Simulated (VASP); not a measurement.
# MnO (Fm-3m) in VASP: single point with PBEsol+U

Aim: the single point of MnO with PBEsol+U.

All numbers are computed with VASP 6.6.1; they aren't measurements. Logs are shortened: lines on timing, memory, paths and dates and some standing lists are left out, and cuts for length are marked.

### 1 The cell of the first run

The structure is cubic, space group Fm-3m (No. 225). The conventional cell has a = 4.444 Å, b = 4.444 Å, c = 4.444 Å, α = 90.00°, β = 90.00°, γ = 90.00°. Within 2.9 Å of Mn (site symmetry m-3m) lie 6 O at 2.22 Å. Within 2.9 Å of O (site symmetry m-3m) lie 6 Mn at 2.22 Å.

### 2 Single point, PBEsol+U, collinear spin, ferromagnetic start

File INCAR:

```
SYSTEM = MnO
PREC = Accurate
ENCUT = 700
EDIFF = 1E-6
ISMEAR = 0
SIGMA = 0.05
LREAL = .FALSE.
LASPH = .TRUE.
NELM = 200
ALGO = Normal
ISIF = 2
LWAVE = .FALSE.
LCHARG = .FALSE.
ISPIN = 2
MAGMOM = 4.76 4.76 0.11 0.11
LORBIT = 11
LMAXMIX = 4
LDAU = .TRUE.
LDAUTYPE = 2
LDAUL = 2 -1
LDAUU = 8 0
LDAUJ = 0 0
LDAUPRINT = 1
GGA = PS
NBANDS = 33
GGA_COMPAT = .FALSE.
```

File KPOINTS:

```
regular mesh
0
G
  7 7 7
  0 0 0
```

File POSCAR:

```
MnO
1.0
    0.0000000000      2.2220003300      2.2220003300
    4.4440006600      2.2220003300      2.2220003300
    4.4440006600      4.4440006600      0.0000000000
Mn O
2 2
Direct
    0.0000000000      0.0000000000      0.0000000000
    0.0000000000      0.0000000000      0.5000000000
    0.5000000000      0.5000000000      0.0000000000
    0.5000000000      0.5000000000      0.5000000000
```

Potentials or basis: VASP PAW PBE potentials, release 64 (Mn_sv, O).

The run is started by

```bash
cat potpaw_PBE.64/Mn_sv/POTCAR potpaw_PBE.64/O/POTCAR > POTCAR
mpirun -np 1 vasp_std > vasp.out
```

OUTCAR:

```text
SYSTEM = MnO
   PREC = Accurate
   ENCUT = 700
   EDIFF = 1E-6
   ISMEAR = 0
   LREAL = .FALSE.
   LASPH = .TRUE.
   NELM = 200
   ISIF = 2
   ISPIN = 2
   LORBIT = 11
   GGA = PS

 ion  position               nearest neighbor table
   1  0.000  0.000  0.000-   4 2.22   3 2.22   4 2.22   3 2.22   4 2.22   4 2.22
   2  0.000  0.000  0.500-   3 2.22   3 2.22   4 2.22   4 2.22   3 2.22   3 2.22
   3  0.500  0.500  0.000-   2 2.22   1 2.22   2 2.22   1 2.22   2 2.22   2 2.22
   4  0.500  0.500  0.500-   1 2.22   1 2.22   2 2.22   2 2.22   1 2.22   1 2.22

  LATTYP: Found a simple tetragonal cell.
 ALAT       =     3.1423830023
 C/A-ratio  =     1.4142135624

  Lattice vectors:

 A1 = (   0.0000000000,  -2.2220003300,   2.2220003300)
 A2 = (   0.0000000000,  -2.2220003300,  -2.2220003300)
 A3 = (   4.4440006600,   0.0000000000,   0.0000000000)

Analysis of symmetry for initial positions (statically):
=====================================================================
 Subroutine PRICEL returns following result:

  LATTYP: Found a face centered cubic cell.
 ALAT       =     4.4440006600
[... 12 lines left out ...]
 Subroutine GETGRP returns: Found 16 space group operations
 (whereof 16 operations were pure point group operations)
 out of a pool of 16 trial point group operations.

The static configuration has the point symmetry D_4h.

Analysis of symmetry for dynamics (positions and initial velocities):
=====================================================================
 Subroutine PRICEL returns following result:

  LATTYP: Found a face centered cubic cell.
 ALAT       =     4.4440006600
[... 12 lines left out ...]
 Subroutine GETGRP returns: Found 16 space group operations
 (whereof 16 operations were pure point group operations)
 out of a pool of 16 trial point group operations.

The dynamic configuration has the point symmetry D_4h.

Analysis of structural, dynamic, and magnetic symmetry:
=====================================================================
 Subroutine PRICEL returns following result:

  LATTYP: Found a face centered cubic cell.
 ALAT       =     4.4440006600
[... 12 lines left out ...]
 Subroutine GETGRP returns: Found 16 space group operations
 (whereof 16 operations were pure point group operations)
 out of a pool of 16 trial point group operations.

The overall configuration has the point symmetry D_4h.

 Subroutine INISYM returns: Found 16 space group operations
 (whereof 16 operations are pure point group operations),
 and found     2 'primitive' translations

----------------------------------------------------------------------------------------

                                     Primitive cell

  volume of cell :      21.9413

  direct lattice vectors                    reciprocal lattice vectors
    -2.222000330  2.222000330  0.000000000    -0.225022469  0.225022469 -0.225022469
    -2.222000330  0.000000000  2.222000330    -0.225022469 -0.225022469  0.225022469
     0.000000000  2.222000330  2.222000330     0.225022469  0.225022469  0.225022469

  length of vectors
     3.142383002  3.142383002  3.142383002     0.389750349  0.389750349  0.389750349

  position of ions in fractional coordinates (direct lattice)
     0.000000000  0.000000000  0.000000000
     0.500000000  0.500000000  0.500000000

  ion indices of the primitive-cell ions
[... 136 lines left out ...]
  0.0000  0.0000  0.0000  0.0098 -0.0000
 -0.0000  0.0000  0.0000 -0.0000  0.0377

 occupancies and eigenvectors

  o =  0.0098  v =  0.0000  0.0000  0.0000  0.0000  0.0000 -0.0000 -1.0000  0.0000  0.0000  0.0000      0.0000  0.0000  0.0000  0.0000  0.0000  0.0000  0.0000  0.0000  0.0000  0.0000
  o =  0.0098  v =  0.0000  0.0000  0.0000  0.0000  0.0000 -0.0081  0.0000 -0.0000  1.0000  0.0000      0.0000  0.0000  0.0000  0.0000  0.0000  0.0000  0.0000  0.0000  0.0000  0.0000
  o =  0.0098  v =  0.0000  0.0000  0.0000  0.0000  0.0000  1.0000 -0.0000 -0.0000  0.0081  0.0000      0.0000  0.0000  0.0000  0.0000  0.0000  0.0000  0.0000  0.0000  0.0000  0.0000
  o =  0.0377  v =  0.0000  0.0000  0.0000  0.0000  0.0000  0.0000  0.0000  0.5000  0.0000 -0.8660      0.0000  0.0000  0.0000  0.0000  0.0000  0.0000  0.0000  0.0000  0.0000  0.0000
  o =  0.0377  v =  0.0000  0.0000  0.0000  0.0000  0.0000 -0.0000 -0.0000 -0.8660 -0.0000 -0.5000      0.0000  0.0000  0.0000  0.0000  0.0000  0.0000  0.0000  0.0000  0.0000  0.0000
  o =  0.9427  v =  0.0000 -1.0000  0.0000  0.0000  0.0000  0.0000  0.0000  0.0000  0.0000  0.0000      0.0000  0.0000  0.0000  0.0000  0.0000  0.0000  0.0000  0.0000  0.0000  0.0000
  o =  0.9427  v =  0.0000  0.0000 -0.0000  1.0000 -0.0000  0.0000  0.0000  0.0000  0.0000  0.0000      0.0000  0.0000  0.0000  0.0000  0.0000  0.0000  0.0000  0.0000  0.0000  0.0000
  o =  0.9427  v =  1.0000  0.0000  0.0000  0.0000  0.0000  0.0000  0.0000  0.0000  0.0000  0.0000      0.0000  0.0000  0.0000  0.0000  0.0000  0.0000  0.0000  0.0000  0.0000  0.0000
  o =  0.9748  v =  0.0000 -0.0000  0.5000 -0.0000 -0.8660  0.0000  0.0000  0.0000  0.0000  0.0000      0.0000  0.0000  0.0000  0.0000  0.0000  0.0000  0.0000  0.0000  0.0000  0.0000
  o =  0.9748  v =  0.0000 -0.0000 -0.8660 -0.0000 -0.5000  0.0000  0.0000  0.0000  0.0000  0.0000      0.0000  0.0000  0.0000  0.0000  0.0000  0.0000  0.0000  0.0000  0.0000  0.0000

atom =   2  type =  1  l = 2

 onsite density matrix

spin component  1

  0.9427  0.0000  0.0000 -0.0000  0.0000
  0.0000  0.9427 -0.0000 -0.0000  0.0000
  0.0000 -0.0000  0.9748 -0.0000  0.0000
 -0.0000 -0.0000 -0.0000  0.9427 -0.0000
  0.0000  0.0000  0.0000 -0.0000  0.9748

spin component  2

  0.0098 -0.0000  0.0000  0.0000 -0.0000
 -0.0000  0.0098  0.0000  0.0000 -0.0000
  0.0000  0.0000  0.0377  0.0000  0.0000
  0.0000  0.0000  0.0000  0.0098  0.0000
 -0.0000 -0.0000  0.0000  0.0000  0.0377

 occupancies and eigenvectors

  o =  0.0098  v =  0.0000  0.0000  0.0000  0.0000  0.0000 -0.0000 -1.0000  0.0000  0.0000 -0.0000      0.0000  0.0000  0.0000  0.0000  0.0000  0.0000  0.0000  0.0000  0.0000  0.0000
  o =  0.0098  v =  0.0000  0.0000  0.0000  0.0000  0.0000  1.0000 -0.0000 -0.0000 -0.0085  0.0000      0.0000  0.0000  0.0000  0.0000  0.0000  0.0000  0.0000  0.0000  0.0000  0.0000
  o =  0.0098  v =  0.0000  0.0000  0.0000  0.0000  0.0000  0.0085  0.0000 -0.0000  1.0000 -0.0000      0.0000  0.0000  0.0000  0.0000  0.0000  0.0000  0.0000  0.0000  0.0000  0.0000
  o =  0.0377  v =  0.0000  0.0000  0.0000  0.0000  0.0000  0.0000  0.0000  0.5000  0.0000 -0.8660      0.0000  0.0000  0.0000  0.0000  0.0000  0.0000  0.0000  0.0000  0.0000  0.0000
  o =  0.0377  v =  0.0000  0.0000  0.0000  0.0000  0.0000 -0.0000  0.0000 -0.8660 -0.0000 -0.5000      0.0000  0.0000  0.0000  0.0000  0.0000  0.0000  0.0000  0.0000  0.0000  0.0000
  o =  0.9427  v =  0.0000  1.0000  0.0000  0.0000 -0.0000  0.0000  0.0000  0.0000  0.0000  0.0000      0.0000  0.0000  0.0000  0.0000  0.0000  0.0000  0.0000  0.0000  0.0000  0.0000
  o =  0.9427  v =  0.0000 -0.0000 -0.0000  1.0000 -0.0000  0.0000  0.0000  0.0000  0.0000  0.0000      0.0000  0.0000  0.0000  0.0000  0.0000  0.0000  0.0000  0.0000  0.0000  0.0000
  o =  0.9427  v =  1.0000  0.0000  0.0000  0.0000  0.0000  0.0000  0.0000  0.0000  0.0000  0.0000      0.0000  0.0000  0.0000  0.0000  0.0000  0.0000  0.0000  0.0000  0.0000  0.0000
  o =  0.9748  v =  0.0000 -0.0000  0.5000  0.0000 -0.8660  0.0000  0.0000  0.0000  0.0000  0.0000      0.0000  0.0000  0.0000  0.0000  0.0000  0.0000  0.0000  0.0000  0.0000  0.0000
  o =  0.9748  v =  0.0000  0.0000  0.8660  0.0000  0.5000  0.0000  0.0000  0.0000  0.0000  0.0000      0.0000  0.0000  0.0000  0.0000  0.0000  0.0000  0.0000  0.0000  0.0000  0.0000

 number of electron      42.0000005 magnetization      10.0000014

 Free energy of the ion-electron system (eV)
  ---------------------------------------------------
  ext. energy  EPLUGINS =         0.00000000
  ---------------------------------------------------
  free energy    TOTEN  =       -30.54555138 eV

  energy without entropy =      -30.54555138  energy(sigma->0) =      -30.54555138

 E-fermi :   8.1155     XC(G=0): -12.0680

 val. band max:        7.7438099703   @ k =   0.4286   0.0000   0.0000
 cond. band min:       8.7198257224   @ k =   0.0000   0.0000   0.0000
 fundamental gap:      0.9760157521
 Fermi energy:         8.1155249842

 spin component 1

 k-point     1 :       0.0000    0.0000    0.0000
  band No.  band energies     occupation
      1     -72.1851      1.00000
      2     -72.1762      1.00000
      3     -41.1086      1.00000
      4     -41.0738      1.00000
      5     -41.0737      1.00000
      6     -41.0498      1.00000
[... 1721 lines left out ...]
     32      23.9869      0.00000
     33      25.8802      0.00000

 [... further k-points ...]

------------------------ aborting loop because EDIFF is reached ----------------------------------------

  FORCE on cell =-STRESS in cart. coord.  units (eV):
  Direction    XX          YY          ZZ          XY          YZ          ZX
  --------------------------------------------------------------------------------------
  -------------------------------------------------------------------------------------
  Total        0.4221200      0.4228547      0.4228547     -0.0000000      0.0000000      0.0000000
  in kB       15.4118281     15.4386542     15.4386542     -0.0000000      0.0000000      0.0000000
  external PRESSURE =      15.4297122 kB  Pullay stress =       0.0000000 kB

 VOLUME and BASIS-vectors are now :
 -----------------------------------------------------------------------------
  energy-cutoff  :      700.00
  volume of cell :       43.88
      direct lattice vectors                 reciprocal lattice vectors
     0.000000000  2.222000330  2.222000330    -0.225022469  0.225022469  0.225022469
     4.444000660  2.222000330  2.222000330     0.225022469 -0.225022469  0.225022469
     4.444000660  4.444000660  0.000000000     0.000000000  0.225022469 -0.225022469

 POSITION                                       TOTAL-FORCE (eV/Angst)
 -----------------------------------------------------------------------------------
      0.00000      0.00000      0.00000         0.000000      0.000000      0.000000
      2.22200      2.22200      0.00000         0.000000     -0.000000     -0.000000
      2.22200      2.22200      2.22200         0.000000     -0.000000      0.000000
      4.44400      4.44400      2.22200        -0.000000      0.000000      0.000000
 -----------------------------------------------------------------------------------
    total drift:                                0.000000      0.000000      0.000000

  FREE ENERGIE OF THE ION-ELECTRON SYSTEM (eV)
  ---------------------------------------------------
  free  energy   TOTEN  =       -30.5455513779 eV

  energy  without entropy=      -30.5455513779  energy(sigma->0) =      -30.54555138

 total charge

# of ion       s       p       d       tot
------------------------------------------
    1        2.118   6.014   4.854  12.986
    2        2.118   6.014   4.854  12.986
    3        1.543   3.453   0.000   4.996
    4        1.543   3.453   0.000   4.996
--------------------------------------------------
tot          7.323  18.934   9.708  35.965

 magnetization (x)

# of ion       s       p       d       tot
------------------------------------------
    1        0.022   0.015   4.648   4.685
    2        0.022   0.015   4.648   4.685
    3        0.019   0.091   0.000   0.111
    4        0.019   0.091   0.000   0.111
--------------------------------------------------
tot          0.083   0.212   9.296   9.592
```

Run time: 12 min. Hardware: 1 thread of AMD EPYC, shared host; peak memory 0.34 GiB.

Results:

| Property | Result |
| --- | --- |
| Free energy | -30.5456 eV |
| Pressure | 1.5 GPa |
| Band gap on the k mesh | 0.98 eV |
| Net moment | 10.00 μB per cell |
| Site moments | Mn +4.68; O +0.11 μB |
| Valence electrons inside the program's atomic spheres | Mn 12.99; O 5.00 |

Eigenvalues of the final occupation matrices:
```csv
site,spin,trace,eigenvalues
site 1 d,1,4.78,0.94 0.94 0.94 0.97 0.97
site 1 d,2,0.10,0.01 0.01 0.01 0.04 0.04
site 2 d,1,4.78,0.94 0.94 0.94 0.97 0.97
site 2 d,2,0.10,0.01 0.01 0.01 0.04 0.04
```

Caveat: the PAW data sets were made with another functional, which shifts forces and pressure a little; an odd mesh through Γ misses points on the zone boundary, where band edges can lie; the run started ferromagnetic, and an antiferromagnetic order may lie lower in energy. The state reached can hang on the start; a lower one may exist.
